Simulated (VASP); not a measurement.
Set up this calculation in VASP 6.6.1, as the native input.

| Property | Result |
| --- | --- |
| Task | single point |
| Functional | LDA |
| Potentials or basis | VASP PAW LDA potentials, release 64 (Pt) |
| Cutoff | 520 eV |
| k mesh | 18 × 18 × 6 |
| Occupations | gaussian, width 0.15 eV |
| Spin | no spin polarisation |
| Dipole correction | no |
| Further INCAR settings | ALGO = Fast; EDIFF = 1e-06; NBANDS = 28 |

The structure of Pt lies in POSCAR:

```
Pt
1.0
    2.7082945870      0.0000000000      0.0000000000
   -1.3541472935      2.3454519133      0.0000000000
    0.0000000000      0.0000000000      9.3530207388
Pt
4
Direct
    0.6060955498      0.2889921983      0.3750000000
    0.6060955498      0.2889921983      0.8750000000
    0.3939044502      0.7110078017      0.1250000000
    0.3939044502      0.7110078017      0.6250000000
```

This cell differs from its parent crystal: atoms displaced along a vibrational mode.

These files were run (other wordings do the same):

INCAR

```
  PREC = Accurate
  ENCUT = 520
  EDIFF = 1E-6
  ISMEAR = 0
  SIGMA = 0.15
  LREAL = F
  LASPH = T
  NELM = 80
  ALGO = Fast
  ISIF = 2
  LWAVE = F
  LCHARG = F
  NBANDS = 28
```

KPOINTS

```
regular mesh
0
Gamma
  18 18 6
```

Potentials or basis: VASP PAW LDA potentials, release 64 (Pt).

The run is started by

```bash
$ cat potpaw_LDA.64/Pt/POTCAR > POTCAR
$ mpirun -np 1 vasp_std > vasp.out
```

Results of the run:

```
Pressure               : 1.4 GPa
Largest force          : 0.214 eV/Å
Band gap on the k mesh : zero (bands 20 and 21 overlap by 1.54 eV)
```

Caveat: the cell differs from its parent crystal (atoms displaced along a vibrational mode); spin-orbit coupling is left out, which moves the levels of the heavy elements.

It took 16 min on 1 thread of Intel(R) Xeon(R) Platinum 8488C (Sapphire Rapids), on a shared host, peak memory 0.78 GiB.
